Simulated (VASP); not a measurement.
# SiC (F-43m) in VASP: notebook, part 2 of 2

VASP 6.6.1.

## Step 3: Relaxation of cell and atoms, PBEsol

This run uses another cell than the first one, of 10.50 Å³/atom, 1.147 times its volume.

Input file INCAR:

```
SYSTEM = SiC
ALGO = Normal ; EDIFF = 1E-7
EDIFFG = -0.005 ; ENCUT = 600
GGA = PS ; IBRION = 2
ISIF = 3 ; ISMEAR = -1
LASPH = .TRUE. ; LCHARG = .FALSE.
LREAL = .FALSE. ; LWAVE = .FALSE.
NELM = 60 ; NSW = 80
PREC = Accurate ; SIGMA = 0.02
```

Input file KPOINTS:

```
k-points
0
G
  10 10 10
  0 0 0
```

Input file POSCAR:

```
SiC
1.0
    0.0000000000      2.1897788165      2.1897788165
    2.1897788165      0.0000000000      2.1897788165
    2.1897788165      2.1897788165      0.0000000000
Si C
1 1
Direct
    0.0000000000      0.0000000000      0.0000000000
    0.2500000000      0.2500000000      0.2500000000
```

Potentials or basis: VASP PAW PBE potentials, release 64 (Si, C).

The run is started by

```console
cat potpaw_PBE.64/Si/POTCAR potpaw_PBE.64/C/POTCAR > POTCAR
mpirun -np 1 vasp_std > vasp.out
```

OUTCAR:

```text
SYSTEM = SiC
   EDIFF = 1E-7
   EDIFFG = -0.005
   ENCUT = 600
   GGA = PS
   IBRION = 2
   ISIF = 3
   ISMEAR = -1
   LASPH = .TRUE.
   LREAL = .FALSE.
   NELM = 60
   NSW = 80
   PREC = Accurate

 ion  position               nearest neighbor table
   1  0.000  0.000  0.000-   2 1.90   2 1.90   2 1.90   2 1.90
   2  0.250  0.250  0.250-   1 1.90   1 1.90   1 1.90   1 1.90

  LATTYP: Found a face centered cubic cell.
 ALAT       =     4.3795576330

  Lattice vectors:

 A1 = (   0.0000000000,   2.1897788165,   2.1897788165)
 A2 = (   2.1897788165,   0.0000000000,   2.1897788165)
 A3 = (   2.1897788165,   2.1897788165,   0.0000000000)

Analysis of symmetry for initial positions (statically):
=====================================================================
 Subroutine PRICEL returns:
 Original cell was already a primitive cell.

 Routine SETGRP: Setting up the symmetry group for a
 face centered cubic supercell.

 Subroutine GETGRP returns: Found 24 space group operations
 (whereof 24 operations were pure point group operations)
 out of a pool of 48 trial point group operations.

The static configuration has the point symmetry T_d .

Analysis of symmetry for dynamics (positions and initial velocities):
=====================================================================
 Subroutine PRICEL returns:
 Original cell was already a primitive cell.

 Routine SETGRP: Setting up the symmetry group for a
 face centered cubic supercell.

 Subroutine GETGRP returns: Found 24 space group operations
 (whereof 24 operations were pure point group operations)
 out of a pool of 48 trial point group operations.

The dynamic configuration has the point symmetry T_d .

 Subroutine INISYM returns: Found 24 space group operations
 (whereof 24 operations are pure point group operations),
 and found     1 'primitive' translations

----------------------------------------------------------------------------------------

                                     Primitive cell

  volume of cell :      21.0006

  direct lattice vectors                    reciprocal lattice vectors
     0.000000000  2.189778817  2.189778817    -0.228333563  0.228333563  0.228333563
     2.189778817  0.000000000  2.189778817     0.228333563 -0.228333563  0.228333563
     2.189778817  2.189778817  0.000000000     0.228333563  0.228333563 -0.228333563

  length of vectors
     3.096814901  3.096814901  3.096814901     0.395485333  0.395485333  0.395485333

  position of ions in fractional coordinates (direct lattice)
     0.000000000  0.000000000  0.000000000
     0.250000000  0.250000000  0.250000000

  ion indices of the primitive-cell ions
   primitive index   ion index
                 1           1
                 2           2

----------------------------------------------------------------------------------------

 KPOINTS: k-points

Automatic generation of k-mesh.
 Grid dimensions read from file:
 generate k-points for:   10   10   10

 Generating k-lattice:

[... 22 lines left out ...]
  0.400000  0.000000  0.000000      8.000000
  0.500000  0.000000  0.000000      4.000000
[... 16 lines left out ...]
  0.300000  0.300000  0.000000      6.000000
  0.400000  0.300000  0.000000     24.000000
 [... further k-points ...]
   k-points           NKPTS =     47   k-points in BZ     NKDIM =     47   number of bands    NBANDS=      8
   number of dos      NEDOS =    301   number of ions     NIONS =      2
   total plane-waves  NPLWV =  21952
   dimension x,y,z NGX =    28 NGY =   28 NGZ =   28
   dimension x,y,z NGXF=    56 NGYF=   56 NGZF=   56
   ions per type =               1   1
   NGX,Y,Z   is equivalent  to a cutoff of  15.03, 15.03, 15.03 a.u.
   NGXF,Y,Z  is equivalent  to a cutoff of  30.06, 30.06, 30.06 a.u.
 SYSTEM =  SiC
   PREC   = accura    normal or accurate (medium, high low for compatibility)
   ISTART =      0    job   : 0-new  1-cont  2-samecut
   ICHARG =      2    charge: 1-file 2-atom 10-const
   ISPIN  =      1    spin polarized calculation?
   LNONCOLLINEAR =      F non collinear calculations
   LSORBIT =      F    spin-orbit coupling
   LASPH  =      T    aspherical Exc in radial PAW
   ENCUT  =  600.0 eV  44.10 Ry    6.64 a.u.   6.19  6.19  6.19*2*pi/ulx,y,z
   NELM   =     60;   NELMIN=  2; NELMDL= -5     # of ELM steps
   EDIFF  = 0.1E-06   stopping-criterion for ELM
   LREAL  =      F    real-space projection
   EDIFFG = -.5E-02   stopping-criterion for IOM
   NSW    =     80    number of steps for IOM
   IBRION =      2    ionic relax: 0-MD 1-quasi-New 2-CG
   NFREE  =      1    steps in history (QN), initial steepest desc. (CG)
   ISIF   =      3    stress and relaxation
   ISYM   =      2    0-nonsym 1-usesym 2-fastsym
   POTIM  = 0.5000    time-step for ionic-motion
   TEBEG  =    0.0;   TEEND  =   0.0 temperature during run
   PSTRESS=    0.0 pullay stress
   NELECT =       8.0000    total number of electrons
   NUPDOWN=      -1.0000    fix difference up-down
   EMIN   =  10.00;   EMAX   =-10.00  energy-range for DOS
   EFERMI =   0.00;   METHOD = LEGACY
   ISMEAR =    -1;   SIGMA  =   0.02  broadening in eV -4-tet -1-fermi 0-gaus
   EFERMI_NEDOS =   21; number of points for ismear=-14 and -15
   IALGO  =     38    algorithm
   IMIX   =      4    mixing-type and parameters
     AMIX     =   0.40;   BMIX     =  1.00
     AMIX_MAG =   1.60;   BMIX_MAG =  1.00
  volume/ion in A,a.u.               =      10.50        70.86
  Fermi-wavevector in a.u.,A,eV,Ry     =   1.186755  2.242643 19.162290  1.408389
  Thomas-Fermi vector in A             =   2.322921
   LORBIT       =      0    0 simple, 1 ext, 2 COOP (PROOUT), +10 PAW based schemes
   GGA     = PS    functional components
   LHFCALC =     F    Hartree Fock is set to
   AEXX    =    0.0000 exact exchange contribution
   IVDW    =     0    specifies the selected vdW correction
   LEPSILON=     F    determine dielectric tensor
   LRPA    =     F    only Hartree local field effects (RPA)
 conjugate gradient relaxation of ions
 non-spin polarized calculation
  energy-cutoff  :      600.00
  volume of cell :       21.00
 maximum number of plane-waves:       725
 NGX is ok and might be reduce to    28
   NGX = 13   NGY = 13   NGZ = 13

--------------------------------------- Ionic step        1  -------------------------------------------

 number of electron       8.0000000 magnetization

 Free energy of the ion-electron system (eV)
  ---------------------------------------------------
  ext. energy  EPLUGINS =         0.00000000
  ---------------------------------------------------
  free energy    TOTEN  =       -15.91336497 eV

  energy without entropy =      -15.91336497  energy(sigma->0) =      -15.91336497

------------------------ aborting loop because EDIFF is reached ----------------------------------------

  FORCE on cell =-STRESS in cart. coord.  units (eV):
  Direction    XX          YY          ZZ          XY          YZ          ZX
  --------------------------------------------------------------------------------------
  -------------------------------------------------------------------------------------
  Total       -0.4124635     -0.4124635     -0.4124635      0.0000000      0.0000000      0.0000000
  in kB      -31.4677249    -31.4677249    -31.4677249      0.0000000      0.0000000      0.0000000
  external PRESSURE =     -31.4677249 kB  Pullay stress =       0.0000000 kB
[... 59 lines left out ...]
--------------------------------------- Ionic step        3  -------------------------------------------

 number of electron       8.0000000 magnetization

 Free energy of the ion-electron system (eV)
  ---------------------------------------------------
  ext. energy  EPLUGINS =         0.00000000
  ---------------------------------------------------
  free energy    TOTEN  =       -15.91641264 eV

  energy without entropy =      -15.91641264  energy(sigma->0) =      -15.91641264

 E-fermi :   8.5052     XC(G=0): -11.5042

 val. band max:        8.0541786351   @ k =   0.0000   0.0000   0.0000
 cond. band min:       9.2886409369   @ k =   0.5000   0.5000   0.0000
 fundamental gap:      1.2344623018
 Fermi energy:         8.5051936974

 k-point     1 :       0.0000    0.0000    0.0000
  band No.  band energies     occupation
      1      -7.3686      2.00000
      2       8.0542      2.00000
      3       8.0542      2.00000
      4       8.0542      2.00000
      5      14.2393      0.00000
      6      15.2964      0.00000
      7      15.2964      0.00000
      8      15.2964      0.00000
[... 243 lines left out ...]
 k-point    24 :       0.4000    0.3000    0.0000
  band No.  band energies     occupation
      1      -4.2094      2.00000
      2       2.4683      2.00000
      3       4.8707      2.00000
      4       5.4083      2.00000
      5      10.8110      0.00000
      6      13.5659      0.00000
      7      19.6058      0.00000
      8      19.9157      0.00000

 [... further k-points ...]
[... 5 lines left out ...]
  --------------------------------------------------------------------------------------
  -------------------------------------------------------------------------------------
  Total       -0.0001786     -0.0001786     -0.0001786      0.0000000     -0.0000000      0.0000000
  in kB       -0.0138265     -0.0138265     -0.0138265      0.0000000     -0.0000000      0.0000000
  external PRESSURE =      -0.0138265 kB  Pullay stress =       0.0000000 kB
[... 17 lines left out ...]
  FREE ENERGIE OF THE ION-ELECTRON SYSTEM (eV)
  ---------------------------------------------------
  free  energy   TOTEN  =       -15.9164126401 eV

  energy  without entropy=      -15.9164126401  energy(sigma->0) =      -15.91641264

 reached required accuracy - stopping structural energy minimisation
```

OSZICAR:

```text
N       E                     dE             d eps       ncg     rms          rms(c)
DAV:   1     0.664135793382E+01    0.66414E+01   -0.45927E+03   760   0.960E+02
DAV:   2    -0.172498064462E+02   -0.23891E+02   -0.22803E+02  1104   0.115E+02
DAV:   3    -0.176675932600E+02   -0.41779E+00   -0.41779E+00   864   0.191E+01
DAV:   4    -0.176690281270E+02   -0.14349E-02   -0.14349E-02  1232   0.119E+00
[... 24 lines left out ...]
DAV:   4    -0.159164147031E+02    0.42289E-04   -0.58859E-05   848   0.466E-02    0.158E-02
DAV:   5    -0.159164129991E+02    0.17041E-05   -0.14828E-06  1096   0.997E-03    0.945E-03
DAV:   6    -0.159164124871E+02    0.51193E-06   -0.83295E-08   568   0.250E-03    0.180E-03
DAV:   7    -0.159164126140E+02   -0.12691E-06   -0.32194E-08   432   0.122E-03    0.611E-04
DAV:   8    -0.159164126401E+02   -0.26103E-07   -0.22242E-09   408   0.426E-04
   3 F= -.15916413E+02 E0= -.15916413E+02  d E =-.304767E-02
```

Wall time 51 s (1 thread of AMD EPYC 7R13, shared host); peak memory 0.13 GiB.

Results:

| Quantity | Value |
| --- | --- |
| Free energy | -15.9164 eV |
| Relaxed volume | 10.35 Å³/atom |
| Relaxed cell | a = 3.082 Å, b = 3.082 Å, c = 3.082 Å, α = 60.00°, β = 60.00°, γ = 60.00° |
| Space group after relaxing (to 0.05 Å) | F-43m (No. 216) |
| Energy gained by relaxing | 1.5 meV/atom |
| Ionic steps | 3 |
| Pressure after relaxing | 0.0 GPa |
| Band gap on the k mesh | 1.23 eV, indirect (least direct gap 4.44 eV) |

The path:
```csv
step,energy change (eV),largest force (eV/Å),pressure (GPa),volume (Å³)
1,0.0000,0.0000,-3.15,21.00
2,0.0003,0.0000,3.49,20.38
3,-0.0030,0.0000,0.00,20.69
```

Final structure:
```
CELL_PARAMETERS angstrom
0.00000 2.17911 2.17911
2.17911 0.00000 2.17911
2.17911 2.17911 0.00000
ATOMIC_POSITIONS crystal
Si 0.00000 0.00000 0.00000
C 0.25000 0.25000 0.25000
```

Levels at points of the mesh, in eV from the valence-band top:
| k point | band 1 | band 2 | band 3 | band 4 | band 5 | band 6 | band 7 | band 8 |
| --- | --- | --- | --- | --- | --- | --- | --- | --- |
| (0.00, 0.00, 0.00) | -15.42 | 0.00 | 0.00 | 0.00 | 6.19 | 7.24 | 7.24 | 7.24 |
| (0.50, 0.00, 0.00) | -11.82 | -8.60 | -1.06 | -1.06 | 5.37 | 7.14 | 7.14 | 9.91 |
| (0.50, 0.50, 0.00) | -10.36 | -7.83 | -3.21 | -3.21 | 1.23 | 4.20 | 13.95 | 13.95 |

Caveat: the PAW data sets were made with another functional, which shifts forces and pressure a little. A k mesh can miss the band edges.
